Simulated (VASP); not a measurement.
Crystal: InGa.

```
In Ga
1.0
     1.76843   -2.50094    0.00000
     1.76843    2.50094    0.00000
     0.00000    0.00000    5.00188
In Ga
1 1
Direct
  0.00000 0.00000 0.00000
  0.50000 0.50000 0.50000
```

| Quantity | Value |
| --- | --- |
| Program | VASP 6.6.1 |
| Task | relaxation of cell and atoms |
| Functional | PBE |
| Potentials or basis | VASP PAW PBE potentials, release 64 (In_d, Ga_d) |
| Cutoff | 600 eV |
| k mesh | 14 × 14 × 8 |
| Occupations | gaussian, width 0.1 eV |
| Spin | no spin polarisation |

At the start: pressure 3.3 GPa; volume 22.12 Å³/atom.

Question: Where does the relaxation end?

Answer: Over 19 steps the energy falls by 27.0 meV/atom and the volume is 23.67 Å³/atom (+7.0 %); space group Cmmm (No. 65, to 0.05 Å).

The path:
| step | energy change (eV) | largest force (eV/Å) | pressure (GPa) | volume (Å³) |
| --- | --- | --- | --- | --- |
| 1 | 0.0000 | 0.0000 | 3.34 | 44.24 |
| 2 | -0.0358 | 0.0000 | 0.19 | 47.26 |
| 3 | -0.0363 | 0.0000 | -0.28 | 47.80 |
| 4 | -0.0364 | 0.0000 | -0.23 | 47.73 |
| 5 | -0.0413 | 0.0000 | -0.25 | 47.71 |
| 6 | -0.0486 | 0.0000 | -0.17 | 47.64 |
| 7 | -0.0489 | 0.0000 | -0.15 | 47.62 |
| 8 | -0.0501 | 0.0000 | 0.04 | 47.38 |
| 9 | -0.0519 | 0.0000 | 0.63 | 46.64 |
| 10 | -0.0523 | 0.0000 | 0.65 | 46.66 |
| 11 | -0.0530 | 0.0000 | 0.56 | 46.70 |
| 12 | -0.0528 | 0.0000 | 0.41 | 46.78 |
| 13 | -0.0530 | 0.0000 | 0.44 | 46.75 |
| 14 | -0.0531 | 0.0000 | 0.48 | 46.73 |
| 15 | -0.0535 | 0.0000 | 0.36 | 46.88 |
| 16 | -0.0539 | 0.0000 | 0.20 | 47.06 |
| 17 | -0.0540 | 0.0000 | -0.12 | 47.44 |
| 18 | -0.0541 | 0.0000 | 0.03 | 47.30 |
| 19 | -0.0541 | 0.0000 | -0.01 | 47.33 |

Final structure:
```
In Ga
1.0
     1.90890   -2.55996    0.00000
     1.90890    2.55996    0.00000
     0.00000    0.00000    4.84279
In Ga
1 1
Direct
  0.00000 0.00000 0.00000
  0.50000 0.50000 0.50000
```
